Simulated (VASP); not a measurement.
# LiF in VASP: a series of runs, part 2 of 2

VASP 6.6.1. Earlier steps stand in the parts before.

## (3) G0W0 quasiparticle levels, PBE

This run uses another cell than the first one, of 8.32 Å³/atom.

Contents of POSCAR:

```
LiF
1.0
   -0.0554579359      1.9992599537      1.9992599537
    1.9992599537     -0.0554579359      1.9992599537
    1.9992599537      1.9992599537     -0.0554579359
Li F
1 1
Direct
    0.0000000000      0.0000000000      0.0000000000
    0.5000000000      0.5000000000      0.5000000000
```

Contents of INCAR.step1:

```
ALGO = Normal
EDIFF = 1E-8
ENCUT = 500
GGA = PE
ISMEAR = 0
LASPH = T
LCHARG = F
LREAL = F
LWAVE = T
NELM = 80
PREC = Accurate
SIGMA = 0.01
```

Contents of INCAR.step2:

```
ALGO = Exact
EDIFF = 1E-8
ENCUT = 500
GGA = PE
ISMEAR = 0
ISTART = 1
LASPH = T
LCHARG = F
LOPTICS = T
LREAL = F
LWAVE = T
NBANDS = 73
NELM = 1
PREC = Accurate
SIGMA = 0.01
```

Contents of INCAR.step3:

```
ALGO = EVGW0
EDIFF = 1E-8
ENCUT = 500
ENCUTGW = 150.0
GGA = PE
ISMEAR = 0
ISTART = 1
LASPH = T
LCHARG = F
LREAL = F
LWAVE = F
NBANDS = 73
NBANDSGW = 12
NELMGW = 1
NOMEGA = 96
OMEGAMAX = 20
PREC = Accurate
PRECFOCK = Fast
SIGMA = 0.01
```

Contents of KPOINTS:

```
k-points
0
Gamma
  6 6 6
```

Potentials or basis: VASP PAW PBE potentials, release 64 (Li_GW, F_GW).

The run is started by

```bash
cat potpaw_PBE.64/Li_GW/POTCAR potpaw_PBE.64/F_GW/POTCAR > POTCAR
cp INCAR.step1 INCAR
mpirun -np 1 vasp_std > vasp.out
cp INCAR.step2 INCAR
mpirun -np 1 vasp_std > vasp.out
cp INCAR.step3 INCAR
mpirun -np 1 vasp_std > vasp.out
```

OUTCAR:

```text
EDIFF = 1E-8
   ENCUT = 500
   ENCUTGW = 150.0
   GGA = PE
   ISMEAR = 0
   ISTART = 1
   LASPH = T
   LREAL = F
   NELMGW = 1
   PREC = Accurate
   PRECFOCK = Fast

 ion  position               nearest neighbor table
   1  0.000  0.000  0.000-   2 2.03   2 2.03   2 2.03   2 2.03   2 2.03   2 2.03
   2  0.500  0.500  0.500-   1 2.03   1 2.03   1 2.03   1 2.03   1 2.03   1 2.03

  LATTYP: Found a trigonal (rhomboedric) cell.
 ALAT       =     2.8279243815
 COS(alpha) =     0.4720791437

  Lattice vectors:

 A1 = (  -0.0554579359,   1.9992599537,   1.9992599537)
 A2 = (   1.9992599537,  -0.0554579359,   1.9992599537)
 A3 = (   1.9992599537,   1.9992599537,  -0.0554579359)

Analysis of symmetry for initial positions (statically):
[... 169 lines left out ...]
   NELMHF              =     1    number of iterations in the inner HF iteration
   NKREDLFX            =     1    NKREDLFY  =   1   NKREDLFZ  =   1
 non-spin polarized calculation
 Gauss-broadening in eV      SIGMA  =   0.01
  energy-cutoff  :      500.00
  volume of cell :       16.65
 maximum number of plane-waves:       432
 NGX is ok and might be reduce to    24
  NGX = 12; NGY = 12; NGZ = 12
   NGX = 11   NGY = 11   NGZ = 11
 maximum number of plane-waves:        74

 QP shifts <psi_nk| G(iteration)W_0 |psi_nk>: iteration 1
 for sc-GW calculations column KS-energies equals QP-energies in previous step
 and V_xc(KS)=  KS-energies - (<T + V_ion + V_H > + <T+V_H+V_ion>^1  + <V_x>^1)

 k-point   1 :       0.0000    0.0000    0.0000
  band No.  KS-energies  QP-energies   sigma(KS)   V_xc(KS)     V^pw_x(r,r')   Z            occupation Imag(sigma)

      1     -23.2413     -27.6731     -27.6761     -22.3304     -36.5201       0.8290       2.0000       1.0890
      2      -3.3385      -5.9746     -25.9837     -22.7628     -30.5349       0.8184       2.0000       0.0397
      3      -3.3385      -5.9746     -25.9837     -22.7628     -30.5349       0.8184       2.0000       0.0397
      4      -3.1365      -5.7320     -26.1516     -22.9746     -30.7432       0.8170       2.0000       0.0393
      5       5.6042       7.2617      -8.3326     -10.2056      -5.3245       0.8849       0.0000      -0.0364
      6      20.2655      22.7947      -5.5115      -8.4594      -1.6435       0.8580       0.0000      -0.0918
      7      20.2655      22.7947      -5.5115      -8.4594      -1.6435       0.8580       0.0000      -0.0918
      8      20.4183      22.0909      -6.3112      -8.2418      -2.5557       0.8663       0.0000      -0.1111
      9      20.4183      22.0909      -6.3112      -8.2418      -2.5557       0.8663       0.0000      -0.1111
     10      20.6302      23.0913      -5.2462      -8.1136      -1.3719       0.8583       0.0000      -0.1083
     11      21.8311      23.5319      -6.3663      -8.3343      -2.5396       0.8642       0.0000      -0.1446
     12      24.0984      25.0331      -5.4735      -6.5750      -1.0335       0.8486       0.0000      -0.4957
[... 356 lines left out ...]
      1     -22.5473     -26.4238     -28.5702     -23.2689     -37.3634       0.7312       2.0000       0.8671
      2      -5.7714      -8.8459     -22.7059     -18.9032     -27.0343       0.8085       2.0000       0.0484
      3      -4.8025      -7.7199     -23.9753     -20.3738     -28.3945       0.8100       2.0000       0.0432
      4      -4.1000      -6.9107     -25.0501     -21.5915     -29.5710       0.8127       2.0000       0.0396
      5      11.3825      13.8257     -10.2644     -13.0944      -7.1725       0.8633       0.0000      -0.0426
      6      12.0446      14.1402      -8.5072     -10.9174      -5.2962       0.8695       0.0000      -0.0418
      7      13.9406      16.0558      -6.4280      -8.8458      -2.9169       0.8749       0.0000      -0.0462
      8      15.9466      18.2537      -7.5377     -10.2290      -3.9615       0.8572       0.0000      -0.0497
      9      20.4827      22.4998      -6.3654      -8.7433      -2.4340       0.8483       0.0000      -0.1185
     10      28.0646      29.9963      -5.9692      -8.1613      -1.7048       0.8813       0.0000      -0.5222
     11      30.1150      33.0874      -8.0888     -11.1526      -3.7035       0.9702       0.0000      -0.8979
     12      34.3354      37.3752      -8.2474     -11.5825      -3.7706       0.9115       0.0000      -0.9934

 [... further k-points ...]
```

OUTCAR.step1:

```text
EDIFF = 1E-8
   ENCUT = 500
   GGA = PE
   ISMEAR = 0
   LASPH = T
[... 486 lines left out ...]
 -----------------------------------------------------------------------------------
      0.00000      0.00000      0.00000         0.000000     -0.000000      0.000000
      1.97153      1.97153      1.97153        -0.000000      0.000000     -0.000000
 -----------------------------------------------------------------------------------
    total drift:                               -0.000000     -0.000000      0.000000

  FREE ENERGIE OF THE ION-ELECTRON SYSTEM (eV)
  ---------------------------------------------------
  free  energy   TOTEN  =        -9.6129065641 eV

  energy  without entropy=       -9.6129065641  energy(sigma->0) =       -9.61290656
```

Run time: 5.5 min. Hardware: 1 thread of AMD EPYC 7R13 (Zen 3), shared host; peak memory 0.33 GiB.

Results:

```
Quasiparticle gap                                   : 12.99 eV
Least direct quasiparticle gap                      : 12.99 eV
Band gap of the starting levels on the mesh         : 8.74 eV
Least direct gap of the starting levels on the mesh : 8.74 eV
```

Caveat: the k points lie up to 0.44 Å⁻¹ apart; the cutoff is under 1.25 times the usual one of these potentials, so pressure, stress and relaxed cells hold a basis-set (Pulay) error; bands, screening cutoff and mesh are small and nothing is extrapolated, so the quasiparticle values aren't converged.

## (4) G0W0 quasiparticle levels, PBE

This run uses another cell than the first one, of 7.81 Å³/atom.

Contents of POSCAR:

```
LiF
1.0
    0.0188394048      1.9937624249      1.9937624249
    1.9937624249      0.0188394048      1.9937624249
    1.9937624249      1.9937624249      0.0188394048
Li F
1 1
Direct
    0.0000000000      0.0000000000      0.0000000000
    0.5000000000      0.5000000000      0.5000000000
```

Contents of INCAR.step1:

```
PREC = Accurate
ENCUT = 500
EDIFF = 1E-8
ISMEAR = 0
SIGMA = 0.01
LREAL = False
LASPH = True
NELM = 60
ALGO = Normal
LWAVE = True
LCHARG = False
GGA = PE
```

Contents of INCAR.step2:

```
PREC = Accurate
ENCUT = 500
EDIFF = 1E-8
ISMEAR = 0
SIGMA = 0.01
LREAL = False
LASPH = True
NELM = 1
ALGO = Exact
LWAVE = True
LCHARG = False
GGA = PE
NBANDS = 69
LOPTICS = True
ISTART = 1
```

Contents of INCAR.step3:

```
PREC = Accurate
ENCUT = 500
EDIFF = 1E-8
ISMEAR = 0
SIGMA = 0.01
LREAL = False
LASPH = True
ALGO = EVGW0
LWAVE = False
LCHARG = False
GGA = PE
NELMGW = 1
NBANDS = 69
ENCUTGW = 150.0
NOMEGA = 96
PRECFOCK = Fast
ISTART = 1
NBANDSGW = 12
OMEGAMAX = 20
```

Contents of KPOINTS:

```
Automatic mesh
0
Gamma
  6 6 6
```

Potentials or basis: VASP PAW PBE potentials, release 64 (Li_GW, F_GW).

The run is started by

```bash
cat potpaw_PBE.64/Li_GW/POTCAR potpaw_PBE.64/F_GW/POTCAR > POTCAR
cp INCAR.step1 INCAR
mpirun -np 1 vasp_std > vasp.out
cp INCAR.step2 INCAR
mpirun -np 1 vasp_std > vasp.out
cp INCAR.step3 INCAR
mpirun -np 1 vasp_std > vasp.out
```

OUTCAR:

```text
PREC = Accurate
   ENCUT = 500
   EDIFF = 1E-8
   ISMEAR = 0
   LREAL = False
   LASPH = True
   GGA = PE
   NELMGW = 1
   ENCUTGW = 150.0
   PRECFOCK = Fast
   ISTART = 1

 ion  position               nearest neighbor table
   1  0.000  0.000  0.000-   2 1.98   2 1.98   2 1.98   2 1.98   2 1.98   2 1.98
   2  0.500  0.500  0.500-   1 1.98   1 1.98   1 1.98   1 1.98   1 1.98   1 1.98

  LATTYP: Found a trigonal (rhomboedric) cell.
 ALAT       =     2.8196687992
 COS(alpha) =     0.5094264298

  Lattice vectors:

 A1 = (   0.0188394048,   1.9937624249,   1.9937624249)
 A2 = (   1.9937624249,   0.0188394048,   1.9937624249)
 A3 = (   1.9937624249,   1.9937624249,   0.0188394048)

Analysis of symmetry for initial positions (statically):
=====================================================================
[... 167 lines left out ...]
   NELMGW              =     1    number of iterations in solving QP/BSE equation
   NELMHF              =     1    number of iterations in the inner HF iteration
   NKREDLFX            =     1    NKREDLFY  =   1   NKREDLFZ  =   1
 non-spin polarized calculation
 Gauss-broadening in eV      SIGMA  =   0.01
  energy-cutoff  :      500.00
  volume of cell :       15.63
 maximum number of plane-waves:       403
 NGX is ok and might be reduce to    24
  NGX = 12; NGY = 12; NGZ = 12
   NGX = 11   NGY = 11   NGZ = 11
 maximum number of plane-waves:        72

 QP shifts <psi_nk| G(iteration)W_0 |psi_nk>: iteration 1
 for sc-GW calculations column KS-energies equals QP-energies in previous step
 and V_xc(KS)=  KS-energies - (<T + V_ion + V_H > + <T+V_H+V_ion>^1  + <V_x>^1)

 k-point   1 :       0.0000    0.0000    0.0000
  band No.  KS-energies  QP-energies   sigma(KS)   V_xc(KS)     V^pw_x(r,r')   Z            occupation Imag(sigma)

      1     -23.1833     -27.1144     -27.6239     -22.2802     -36.4993       0.7356       2.0000       0.9316
      2      -3.0807      -5.7153     -26.1159     -22.9090     -30.6750       0.8215       2.0000       0.0405
      3      -2.9963      -5.6438     -26.2076     -22.9873     -30.7821       0.8221       2.0000       0.0414
      4      -2.9963      -5.6438     -26.2076     -22.9873     -30.7821       0.8221       2.0000       0.0414
      5       6.4318       8.1358      -8.6922     -10.6151      -5.5838       0.8862       0.0000      -0.0420
      6      21.3845      23.9479      -5.6420      -8.6257      -1.6680       0.8591       0.0000      -0.0876
      7      21.4232      23.1573      -6.5429      -8.5417      -2.7060       0.8675       0.0000      -0.1037
      8      21.5691      24.1288      -5.5349      -8.5150      -1.5636       0.8589       0.0000      -0.0931
      9      21.5691      24.1288      -5.5349      -8.5150      -1.5636       0.8589       0.0000      -0.0931
     10      21.9114      23.6614      -6.5558      -8.5681      -2.6959       0.8697       0.0000      -0.1136
     11      21.9114      23.6614      -6.5558      -8.5681      -2.6959       0.8697       0.0000      -0.1136
     12      25.0072      25.8843      -5.7077      -6.7776      -1.1149       0.8198       0.0000      -0.4616
[... 356 lines left out ...]
      1     -22.3887     -26.3462     -28.6734     -23.3040     -37.4129       0.7370       2.0000       0.7944
      2      -5.7639      -8.8861     -22.7398     -18.8963     -27.0912       0.8123       2.0000       0.0425
      3      -4.7005      -7.6485     -24.0300     -20.3994     -28.4653       0.8120       2.0000       0.0411
      4      -3.9319      -6.7744     -25.1602     -21.6788     -29.6916       0.8165       2.0000       0.0394
      5      12.2463      14.7867     -10.6965     -13.6334      -7.5095       0.8650       0.0000      -0.0424
      6      12.7312      14.8585      -8.6768     -11.1047      -5.3865       0.8762       0.0000      -0.0412
      7      14.8585      17.0250      -6.6025      -9.0706      -2.9999       0.8778       0.0000      -0.0432
      8      16.9990      19.3693      -7.7571     -10.5101      -4.0872       0.8610       0.0000      -0.0491
      9      21.4767      23.5671      -6.6070      -9.0670      -2.5771       0.8497       0.0000      -0.1073
     10      29.3547      31.3087      -6.1795      -8.4108      -1.7900       0.8757       0.0000      -0.5089
     11      31.8638      34.8747      -8.3604     -11.5020      -3.8428       0.9584       0.0000      -0.9697
     12      36.0091      39.1692      -8.5483     -11.9936      -3.9423       0.9172       0.0000      -1.0277

 [... further k-points ...]
```

OUTCAR.step1:

```text
PREC = Accurate
   ENCUT = 500
   EDIFF = 1E-8
   ISMEAR = 0
   LREAL = False
[... 487 lines left out ...]
      0.00000      0.00000      0.00000         0.000000      0.000000      0.000000
      2.00318      2.00318      2.00318        -0.000000     -0.000000     -0.000000
 -----------------------------------------------------------------------------------
    total drift:                               -0.000000     -0.000000      0.000000

  FREE ENERGIE OF THE ION-ELECTRON SYSTEM (eV)
  ---------------------------------------------------
  free  energy   TOTEN  =        -9.5925140004 eV

  energy  without entropy=       -9.5925140004  energy(sigma->0) =       -9.59251400
```

Wall time 2.8 min (1 thread of Intel Xeon Platinum 8488C (Sapphire Rapids), shared host); peak memory 0.33 GiB.

What came out:

| Item | Value |
| --- | --- |
| Quasiparticle gap | 13.78 eV |
| Least direct quasiparticle gap | 13.78 eV |
| Band gap of the starting levels on the mesh | 9.43 eV |
| Least direct gap of the starting levels on the mesh | 9.43 eV |

Caveat: the k points lie up to 0.46 Å⁻¹ apart; the cutoff is under 1.25 times the usual one of these potentials, so pressure, stress and relaxed cells hold a basis-set (Pulay) error; bands, screening cutoff and mesh are small and nothing is extrapolated, so the quasiparticle values aren't converged.

## (5) G0W0 quasiparticle levels, PBE

This run uses another cell than the first one, of 7.69 Å³/atom.

Contents of POSCAR:

```
LiF
1.0
    0.0373568784      1.9923311812      1.9923311812
    1.9923311812      0.0373568784      1.9923311812
    1.9923311812      1.9923311812      0.0373568784
Li F
1 1
Direct
    0.0000000000      0.0000000000      0.0000000000
    0.5000000000      0.5000000000      0.5000000000
```

Contents of INCAR.step1:

```
SYSTEM = LiF
PREC = Accurate
ENCUT = 500
EDIFF = 1E-8
ISMEAR = 0
SIGMA = 0.01
LREAL = .FALSE.
LASPH = .TRUE.
NELM = 80
ALGO = Normal
LWAVE = .TRUE.
LCHARG = .FALSE.
GGA = PE
```

Contents of INCAR.step2:

```
SYSTEM = LiF
PREC = Accurate
ENCUT = 500
EDIFF = 1E-8
ISMEAR = 0
SIGMA = 0.01
LREAL = .FALSE.
LASPH = .TRUE.
NELM = 1
ALGO = Exact
LWAVE = .TRUE.
LCHARG = .FALSE.
GGA = PE
NBANDS = 68
LOPTICS = .TRUE.
ISTART = 1
```

Contents of INCAR.step3:

```
SYSTEM = LiF
PREC = Accurate
ENCUT = 500
EDIFF = 1E-8
ISMEAR = 0
SIGMA = 0.01
LREAL = .FALSE.
LASPH = .TRUE.
ALGO = EVGW0
LWAVE = .FALSE.
LCHARG = .FALSE.
GGA = PE
NELMGW = 1
NBANDS = 68
ENCUTGW = 150.0
NOMEGA = 96
PRECFOCK = Fast
ISTART = 1
NBANDSGW = 12
OMEGAMAX = 20
```

Contents of KPOINTS:

```
regular mesh
0
G
  6 6 6
  0 0 0
```

Potentials or basis: VASP PAW PBE potentials, release 64 (Li_GW, F_GW).

The run is started by

```bash
cat potpaw_PBE.64/Li_GW/POTCAR potpaw_PBE.64/F_GW/POTCAR > POTCAR
cp INCAR.step1 INCAR
mpirun -np 1 vasp_std > vasp.out
cp INCAR.step2 INCAR
mpirun -np 1 vasp_std > vasp.out
cp INCAR.step3 INCAR
mpirun -np 1 vasp_std > vasp.out
```

OUTCAR:

```text
SYSTEM = LiF
   PREC = Accurate
   ENCUT = 500
   EDIFF = 1E-8
   ISMEAR = 0
   LREAL = .FALSE.
   LASPH = .TRUE.
   GGA = PE
   NELMGW = 1
   ENCUTGW = 150.0
   PRECFOCK = Fast
   ISTART = 1

 ion  position               nearest neighbor table
   1  0.000  0.000  0.000-   2 1.97   2 1.97   2 1.97   2 1.97   2 1.97   2 1.97
[... 203 lines left out ...]
      3      -2.8930      -5.5440     -26.2640     -23.0450     -30.8460       0.8236       2.0000       0.0398
      4      -2.8930      -5.5440     -26.2640     -23.0450     -30.8460       0.8236       2.0000       0.0398
      5       6.6560       8.3721      -8.7806     -10.7193      -5.6490       0.8852       0.0000      -0.0386
      6      21.3447      23.0868      -6.5966      -8.6046      -2.7555       0.8676       0.0000      -0.0930
      7      21.5280      24.0816      -5.7626      -8.7504      -1.7604       0.8547       0.0000      -0.0847
      8      21.9232      24.5021      -5.5429      -8.5315      -1.5447       0.8629       0.0000      -0.0968
      9      21.9232      24.5021      -5.5429      -8.5315      -1.5447       0.8629       0.0000      -0.0968
     10      22.3165      24.0840      -6.6227      -8.6538      -2.7325       0.8702       0.0000      -0.1147
     11      22.3165      24.0840      -6.6227      -8.6538      -2.7325       0.8702       0.0000      -0.1147
     12      25.3351      26.2377      -5.7594      -6.8584      -1.1342       0.8213       0.0000      -0.4549
[... 356 lines left out ...]
      1     -22.3409     -26.3352     -28.7041     -23.3141     -37.4269       0.7411       2.0000       0.7780
      2      -5.7578      -8.8957     -22.7551     -18.8971     -27.1103       0.8134       2.0000       0.0465
      3      -4.6728      -7.6369     -24.0441     -20.4066     -28.4821       0.8149       2.0000       0.0417
      4      -3.8779      -6.7255     -25.1932     -21.7070     -29.7291       0.8168       2.0000       0.0392
      5      12.4367      14.9809     -10.6576     -13.5886      -7.4452       0.8680       0.0000      -0.0424
      6      12.9379      15.0960      -8.8326     -11.2965      -5.5243       0.8759       0.0000      -0.0405
      7      15.1037      17.2925      -6.6729      -9.1621      -3.0493       0.8793       0.0000      -0.0444
      8      17.2889      19.6748      -7.8223     -10.5916      -4.1279       0.8616       0.0000      -0.0489
      9      21.7552      23.8648      -6.6676      -9.1508      -2.6121       0.8496       0.0000      -0.1065
     10      29.6900      31.6576      -6.2476      -8.4977      -1.8266       0.8744       0.0000      -0.5054
     11      32.2862      35.3385      -8.4135     -11.5712      -3.8687       0.9666       0.0000      -0.9614
     12      36.4411      39.6465      -8.5862     -12.0616      -3.9612       0.9223       0.0000      -1.0504

 [... further k-points ...]
```

OUTCAR.step2:

```text
SYSTEM = LiF
   PREC = Accurate
   ENCUT = 500
   EDIFF = 1E-8
[... 1015 lines left out ...]
  --------------------------------------------------------------------------------------------------------------
     0.00000     2.06635     2.06635     2.06635     0.00528     0.00528     0.00528
     2.10877     2.08564     2.08564     2.08564     0.00541     0.00541     0.00541
     4.21753     2.15078     2.15078     2.15078     0.00583     0.00583     0.00583
     6.32630     2.29038     2.29038     2.29038     0.00645     0.00645     0.00645
     8.43507     2.62416     2.62416     2.62416     0.00447     0.00447     0.00447
    10.54383     3.10644     3.10644     3.10644     0.20484     0.20484     0.20484
[... 92 lines left out ...]
   206.65911     0.98407     0.98407     0.98407    -0.00000    -0.00000    -0.00000
   208.76788     0.98443     0.98443     0.98443    -0.00000    -0.00000    -0.00000
```

It took 3.5 min on 1 thread of AMD EPYC 9R45 (Zen 5), shared host; peak memory 0.3 GiB.

Results:

* Quasiparticle gap: 13.92 eV
* Least direct quasiparticle gap: 13.92 eV
* Band gap of the starting levels on the mesh: 9.55 eV
* Least direct gap of the starting levels on the mesh: 9.55 eV

Caveat: the k points lie up to 0.46 Å⁻¹ apart; the cutoff is under 1.25 times the usual one of these potentials, so pressure, stress and relaxed cells hold a basis-set (Pulay) error; bands, screening cutoff and mesh are small and nothing is extrapolated, so the quasiparticle values aren't converged.
